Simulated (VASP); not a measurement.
A run of VASP 6.6.1 is set up as follows.

File INCAR:

```
SYSTEM = Ho2O
PREC = Accurate ; ENCUT = 600
EDIFF = 1E-7 ; ISMEAR = 0
SIGMA = 0.1 ; LREAL = .False.
LASPH = .True. ; NELM = 200
ALGO = Normal ; ISIF = 4
LWAVE = .False. ; LCHARG = .False.
GGA = PE ; IBRION = 2
NSW = 50 ; EDIFFG = -0.01
GGA_COMPAT = .False. ; NELMIN = 4
LMAXMIX = 6
```

Contents of KPOINTS:

```
regular mesh
0
Gamma
  8 8 4
  0 0 0
```

Contents of POSCAR:

```
Ho2O
1.0
    3.5919888688      0.0000000000      0.0000000000
    0.0000000000      3.5919888688      0.0000000000
    0.0000000000      0.0000000000     10.1391605599
Ho O
4 2
Direct
    0.5000000000      0.0000000000      0.1176268560
    0.5000000000      0.0000000000      0.6176268560
    0.0000000000      0.5000000000      0.3823731440
    0.0000000000      0.5000000000      0.8823731440
    0.0000000000      0.0000000000      0.5000000000
    0.5000000000      0.5000000000      0.0000000000
```

Potentials or basis: VASP PAW PBE potentials, release 64 (Ho_3, O), 4f in core.

Command:

```sh
$ cat potpaw_PBE.64/Ho_3/POTCAR potpaw_PBE.64/O/POTCAR > POTCAR
$ mpirun -np 1 vasp_std > vasp.out
```

Q: Estimate the band gap on the k mesh.

A: Zero (bands 24 and 25 overlap by 0.06 eV).

The path:
```tsv
step	energy change (eV)	largest force (eV/Å)	pressure (GPa)	volume (Å³)
1	0.0000	0.4037	8.55	130.82
2	-0.0195	0.0972	7.78	130.82
3	-0.0207	0.0066	7.57	130.82
4	-0.0207	0.0006	7.56	130.82
5	-0.0211	0.0023	7.52	130.82
6	-0.0217	0.0070	7.47	130.82
```

Caveat: spin-orbit coupling is left out, which moves the levels of the heavy elements; the 4f electrons are frozen in the core, so they carry no moment and show no levels; the run has no spin polarisation, though such a crystal can be magnetic. With open d or f shells a metallic result of PBE can be an artefact of self-interaction; +U or a hybrid may open a gap.
